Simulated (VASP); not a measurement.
# FeS2 (Pnnm) in VASP: further runs

The runs below take FeS2 through single point, with PBE+U.

Everything below comes from runs of VASP 6.6.1. Logs are shortened: lines on timing, memory, paths and dates and some standing lists are left out, and cuts for length are marked.

### Step 1. The cell of the first run

It takes space group Pnnm (No. 58, orthorhombic). The conventional cell has a = 4.404 Å, b = 5.410 Å, c = 3.385 Å, α = 90.00°, β = 90.00°, γ = 90.00°. Within 3.0 Å of Fe (site symmetry 2/m) lie 6 S at 2.24 to 2.26 Å. Within 2.8 Å of S (site symmetry m) lie 1 S at 2.13 Å and 3 Fe at 2.24 to 2.26 Å.

### Step 2. Single point, PBE+U, collinear spin

File INCAR:

```
PREC = Accurate
ENCUT = 600
EDIFF = 1E-6
ISMEAR = 0
SIGMA = 0.05
LREAL = F
LASPH = T
NELM = 200
ALGO = Normal
ISIF = 2
LWAVE = F
LCHARG = T
ISPIN = 2
MAGMOM = 0.05 0.05 0 0 0 0
LORBIT = 11
LMAXMIX = 4
LDAU = T
LDAUTYPE = 2
LDAUL = 2 -1
LDAUU = 4 0
LDAUJ = 0 0
LDAUPRINT = 1
GGA = PE
LELF = T
LVHAR = T
NBANDS = 33
GGA_COMPAT = F
```

File KPOINTS:

```
regular mesh
0
Gamma
  4 4 6
```

File POSCAR:

```
FeS2
1.0
    4.4036199974      0.0000000000      0.0000000000
    0.0000000000      5.4103829734      0.0000000000
    0.0000000000      0.0000000000      3.3850399086
Fe S
2 4
Direct
    0.0000000000      0.0000000000      0.0000000000
    0.5000000000      0.5000000000      0.5000000000
    0.1933132957      0.3821159654      0.0000000000
    0.3066867043      0.8821159654      0.5000000000
    0.8066867043      0.6178840346      0.0000000000
    0.6933132957      0.1178840346      0.5000000000
```

Potentials or basis: VASP PAW PBE potentials, release 64 (Fe, S).

Command:

```
cat potpaw_PBE.64/Fe/POTCAR potpaw_PBE.64/S/POTCAR > POTCAR
mpirun -np 1 vasp_std > vasp.out
```

OUTCAR:

```text
PREC = Accurate
   ENCUT = 600
   EDIFF = 1E-6
   ISMEAR = 0
   LREAL = F
   LASPH = T
   NELM = 200
   ISIF = 2
   ISPIN = 2
   LORBIT = 11
   GGA = PE

 ion  position               nearest neighbor table
   1  0.000  0.000  0.000-   3 2.24   5 2.24   4 2.26   6 2.26   4 2.26   6 2.26
   2  0.500  0.500  0.500-   4 2.24   6 2.24   5 2.26   3 2.26   3 2.26   5 2.26
   3  0.193  0.382  0.000-   5 2.13   1 2.24   2 2.26   2 2.26
   4  0.307  0.882  0.500-   6 2.13   2 2.24   1 2.26   1 2.26
   5  0.807  0.618  0.000-   3 2.13   1 2.24   2 2.26   2 2.26
   6  0.693  0.118  0.500-   4 2.13   2 2.24   1 2.26   1 2.26

  LATTYP: Found a simple orthorhombic cell.
 ALAT       =     3.3850399086
 B/A-ratio  =     1.3009063752
 C/A-ratio  =     1.5983217686

  Lattice vectors:

 A1 = (   0.0000000000,   0.0000000000,   3.3850399086)
 A2 = (   4.4036199974,   0.0000000000,   0.0000000000)
 A3 = (   0.0000000000,   5.4103829734,   0.0000000000)

Analysis of symmetry for initial positions (statically):
=====================================================================
 Subroutine PRICEL returns:
 Original cell was already a primitive cell.

 Routine SETGRP: Setting up the symmetry group for a
 simple orthorhombic supercell.

 Subroutine GETGRP returns: Found  8 space group operations
 (whereof  4 operations were pure point group operations)
 out of a pool of  8 trial point group operations.

The static configuration has the point symmetry C_2h.
 The point group associated with its full space group is D_2h.

Analysis of symmetry for dynamics (positions and initial velocities):
=====================================================================
 Subroutine PRICEL returns:
 Original cell was already a primitive cell.

 Routine SETGRP: Setting up the symmetry group for a
 simple orthorhombic supercell.

 Subroutine GETGRP returns: Found  8 space group operations
 (whereof  4 operations were pure point group operations)
 out of a pool of  8 trial point group operations.

The dynamic configuration has the point symmetry C_2h.
 The point group associated with its full space group is D_2h.

Analysis of structural, dynamic, and magnetic symmetry:
=====================================================================
 Subroutine PRICEL returns:
 Original cell was already a primitive cell.

 Routine SETGRP: Setting up the symmetry group for a
 simple orthorhombic supercell.

 Subroutine GETGRP returns: Found  8 space group operations
 (whereof  4 operations were pure point group operations)
 out of a pool of  8 trial point group operations.

The overall configuration has the point symmetry C_2h.
 The point group associated with its full space group is D_2h.

 Subroutine INISYM returns: Found  8 space group operations
 (whereof  4 operations are pure point group operations),
 and found     1 'primitive' translations

----------------------------------------------------------------------------------------

[... 166 lines left out ...]

  o =  0.3377  v = -0.0000 -0.3942 -0.0000  0.9190  0.0000  0.0000  0.0000  0.0000  0.0000  0.0000      0.0000  0.0000  0.0000  0.0000  0.0000  0.0000  0.0000  0.0000  0.0000  0.0000
  o =  0.3377  v =  0.0000  0.0000  0.0000  0.0000  0.0000  0.0000  0.3942 -0.0000 -0.9190 -0.0000      0.0000  0.0000  0.0000  0.0000  0.0000  0.0000  0.0000  0.0000  0.0000  0.0000
  o =  0.3774  v = -0.6188  0.0000  0.4700 -0.0000  0.6294  0.0000  0.0000  0.0000  0.0000  0.0000      0.0000  0.0000  0.0000  0.0000  0.0000  0.0000  0.0000  0.0000  0.0000  0.0000
  o =  0.3774  v =  0.0000  0.0000  0.0000  0.0000  0.0000  0.6188 -0.0000 -0.4700  0.0000 -0.6294      0.0000  0.0000  0.0000  0.0000  0.0000  0.0000  0.0000  0.0000  0.0000  0.0000
  o =  0.8438  v =  0.6308 -0.0000 -0.1802 -0.0000  0.7548  0.0000  0.0000  0.0000  0.0000  0.0000      0.0000  0.0000  0.0000  0.0000  0.0000  0.0000  0.0000  0.0000  0.0000  0.0000
  o =  0.8438  v =  0.0000  0.0000  0.0000  0.0000  0.0000 -0.6308  0.0000  0.1802  0.0000 -0.7548      0.0000  0.0000  0.0000  0.0000  0.0000  0.0000  0.0000  0.0000  0.0000  0.0000
  o =  0.8467  v =  0.0000  0.0000  0.0000  0.0000  0.0000  0.0000  0.9190 -0.0000  0.3942  0.0000      0.0000  0.0000  0.0000  0.0000  0.0000  0.0000  0.0000  0.0000  0.0000  0.0000
  o =  0.8467  v = -0.0000 -0.9190  0.0000 -0.3942 -0.0000  0.0000  0.0000  0.0000  0.0000  0.0000      0.0000  0.0000  0.0000  0.0000  0.0000  0.0000  0.0000  0.0000  0.0000  0.0000
  o =  0.9075  v =  0.0000  0.0000  0.0000  0.0000  0.0000 -0.4681  0.0000 -0.8641  0.0000  0.1850      0.0000  0.0000  0.0000  0.0000  0.0000  0.0000  0.0000  0.0000  0.0000  0.0000
  o =  0.9075  v = -0.4681  0.0000 -0.8641  0.0000  0.1850  0.0000  0.0000  0.0000  0.0000  0.0000      0.0000  0.0000  0.0000  0.0000  0.0000  0.0000  0.0000  0.0000  0.0000  0.0000

atom =   2  type =  1  l = 2

 onsite density matrix

spin component  1

  0.6791  0.0000 -0.1614  0.0000 -0.1761
  0.0000  0.7676  0.0000 -0.1844  0.0000
 -0.1614  0.0000  0.7883  0.0000 -0.1481
  0.0000 -0.1844  0.0000  0.4168  0.0000
 -0.1761  0.0000 -0.1481  0.0000  0.6612

spin component  2

  0.6791  0.0000 -0.1614  0.0000 -0.1761
  0.0000  0.7676  0.0000 -0.1844  0.0000
 -0.1614  0.0000  0.7883  0.0000 -0.1481
  0.0000 -0.1844  0.0000  0.4168  0.0000
 -0.1761  0.0000 -0.1481  0.0000  0.6612

 occupancies and eigenvectors

  o =  0.3377  v = -0.0000 -0.3942 -0.0000 -0.9190 -0.0000  0.0000  0.0000  0.0000  0.0000  0.0000      0.0000  0.0000  0.0000  0.0000  0.0000  0.0000  0.0000  0.0000  0.0000  0.0000
  o =  0.3377  v =  0.0000  0.0000  0.0000  0.0000  0.0000 -0.0000 -0.3942 -0.0000 -0.9190 -0.0000      0.0000  0.0000  0.0000  0.0000  0.0000  0.0000  0.0000  0.0000  0.0000  0.0000
  o =  0.3774  v =  0.6188 -0.0000  0.4700 -0.0000  0.6294  0.0000  0.0000  0.0000  0.0000  0.0000      0.0000  0.0000  0.0000  0.0000  0.0000  0.0000  0.0000  0.0000  0.0000  0.0000
  o =  0.3774  v =  0.0000  0.0000  0.0000  0.0000  0.0000 -0.6188  0.0000 -0.4700  0.0000 -0.6294      0.0000  0.0000  0.0000  0.0000  0.0000  0.0000  0.0000  0.0000  0.0000  0.0000
  o =  0.8438  v =  0.6308 -0.0000  0.1802  0.0000 -0.7548  0.0000  0.0000  0.0000  0.0000  0.0000      0.0000  0.0000  0.0000  0.0000  0.0000  0.0000  0.0000  0.0000  0.0000  0.0000
  o =  0.8438  v =  0.0000  0.0000  0.0000  0.0000  0.0000  0.6308 -0.0000  0.1802  0.0000 -0.7548      0.0000  0.0000  0.0000  0.0000  0.0000  0.0000  0.0000  0.0000  0.0000  0.0000
  o =  0.8467  v =  0.0000  0.0000  0.0000  0.0000  0.0000 -0.0000 -0.9190 -0.0000  0.3942  0.0000      0.0000  0.0000  0.0000  0.0000  0.0000  0.0000  0.0000  0.0000  0.0000  0.0000
  o =  0.8467  v = -0.0000 -0.9190 -0.0000  0.3942  0.0000  0.0000  0.0000  0.0000  0.0000  0.0000      0.0000  0.0000  0.0000  0.0000  0.0000  0.0000  0.0000  0.0000  0.0000  0.0000
  o =  0.9075  v =  0.0000  0.0000  0.0000  0.0000  0.0000  0.4681 -0.0000 -0.8641  0.0000  0.1850      0.0000  0.0000  0.0000  0.0000  0.0000  0.0000  0.0000  0.0000  0.0000  0.0000
  o =  0.9075  v = -0.4681 -0.0000  0.8641  0.0000 -0.1850  0.0000  0.0000  0.0000  0.0000  0.0000      0.0000  0.0000  0.0000  0.0000  0.0000  0.0000  0.0000  0.0000  0.0000  0.0000

 number of electron      39.9999994 magnetization      -0.0000020

 Free energy of the ion-electron system (eV)
  ---------------------------------------------------
  ext. energy  EPLUGINS =         0.00000000
  ---------------------------------------------------
  free energy    TOTEN  =       -28.80567741 eV

  energy without entropy =      -28.80567741  energy(sigma->0) =      -28.80567741

 E-fermi :   7.7764     XC(G=0): -11.7220

 val. band max:        7.5310729409   @ k =   0.5000   0.0000   0.0000
 cond. band min:       9.2712233384   @ k =   0.0000   0.5000   0.0000
 fundamental gap:      1.7401503975
 Fermi energy:         7.7764044236

 spin component 1

 k-point     1 :       0.0000    0.0000    0.0000
  band No.  band energies     occupation
      1      -9.1868      1.00000
      2      -7.0833      1.00000
      3      -4.4538      1.00000
      4      -3.7063      1.00000
      5       0.1478      1.00000
      6       1.7923      1.00000
[... 1673 lines left out ...]
     31      16.2995      0.00000
     32      16.2995      0.00000

 [... further k-points ...]

 [bands above 32 left out]

------------------------ aborting loop because EDIFF is reached ----------------------------------------

  FORCE on cell =-STRESS in cart. coord.  units (eV):
  Direction    XX          YY          ZZ          XY          YZ          ZX
  --------------------------------------------------------------------------------------
  -------------------------------------------------------------------------------------
  Total        3.5791159      3.1778622      3.3043996     -0.0000000      0.0000000      0.0000000
  in kB       71.1024743     63.1311948     65.6449770     -0.0000000      0.0000000      0.0000000
  external PRESSURE =      66.6262154 kB  Pullay stress =       0.0000000 kB

 VOLUME and BASIS-vectors are now :
 -----------------------------------------------------------------------------
  energy-cutoff  :      600.00
  volume of cell :       80.65
      direct lattice vectors                 reciprocal lattice vectors
     4.403619997  0.000000000  0.000000000     0.227085898  0.000000000  0.000000000
     0.000000000  5.410382973  0.000000000     0.000000000  0.184829799  0.000000000
     0.000000000  0.000000000  3.385039909     0.000000000  0.000000000  0.295417492

 POSITION                                       TOTAL-FORCE (eV/Angst)
 -----------------------------------------------------------------------------------
      0.00000      0.00000      0.00000         0.000000      0.000000      0.000000
      2.20181      2.70519      1.69252         0.000000      0.000000      0.000000
      0.85128      2.06739      0.00000         0.017719     -0.015335      0.000000
      1.35053      4.77259      1.69252        -0.017719     -0.015335     -0.000000
      3.55234      3.34299      0.00000        -0.017719      0.015335     -0.000000
      3.05309      0.63780      1.69252         0.017719      0.015335      0.000000
 -----------------------------------------------------------------------------------
    total drift:                                0.000000      0.000000      0.000000

  FREE ENERGIE OF THE ION-ELECTRON SYSTEM (eV)
  ---------------------------------------------------
  free  energy   TOTEN  =       -28.8056774067 eV

  energy  without entropy=      -28.8056774067  energy(sigma->0) =      -28.80567741

 total charge

# of ion       s       p       d       tot
------------------------------------------
    1        0.426   0.632   6.588   7.646
    2        0.426   0.632   6.588   7.646
    3        1.340   2.351   0.000   3.691
    4        1.340   2.351   0.000   3.691
    5        1.340   2.351   0.000   3.691
    6        1.340   2.351   0.000   3.691
--------------------------------------------------
tot          6.212  10.667  13.176  30.055

 magnetization (x)

# of ion       s       p       d       tot
------------------------------------------
    1        0.000   0.000   0.000   0.000
    2        0.000   0.000   0.000   0.000
    3       -0.000  -0.000   0.000  -0.000
    4       -0.000  -0.000   0.000  -0.000
    5       -0.000  -0.000   0.000  -0.000
    6       -0.000  -0.000   0.000  -0.000
--------------------------------------------------
tot         -0.000  -0.000   0.000  -0.000
```

It took 3.4 min on 1 thread of AMD EPYC 9R14 (Zen 4), shared host; peak memory 0.32 GiB.

What came out:

```
Free energy                                           : -28.8057 eV
Pressure                                              : 6.7 GPa
Largest force                                         : 0.023 eV/Å
Band gap on the k mesh                                : 1.74 eV (least direct gap 2.22 eV)
Net moment                                            : 0.00 μB per cell
Valence electrons inside the program's atomic spheres : Fe 7.65; S 3.69
```

Forces on the atoms (eV/Å):
```
Fe   0.000  0.000  0.000
Fe   0.000  0.000  0.000
S    0.018 -0.015  0.000
S   -0.018 -0.015  0.000
S   -0.018  0.015  0.000
S    0.018  0.015  0.000
```

Stress tensor (GPa, compression positive):
```
7.11 0.00 0.00
0.00 6.31 0.00
0.00 0.00 6.56
```

Eigenvalues of the final occupation matrices:
```csv
site,spin,trace,eigenvalues
site 1 d,1,3.31,0.34 0.38 0.84 0.85 0.91
site 1 d,2,3.31,0.34 0.38 0.84 0.85 0.91
site 2 d,1,3.31,0.34 0.38 0.84 0.85 0.91
site 2 d,2,3.31,0.34 0.38 0.84 0.85 0.91
```

Caveat: the cell stands under pressure.

(Part 1 of 2 ends here.)
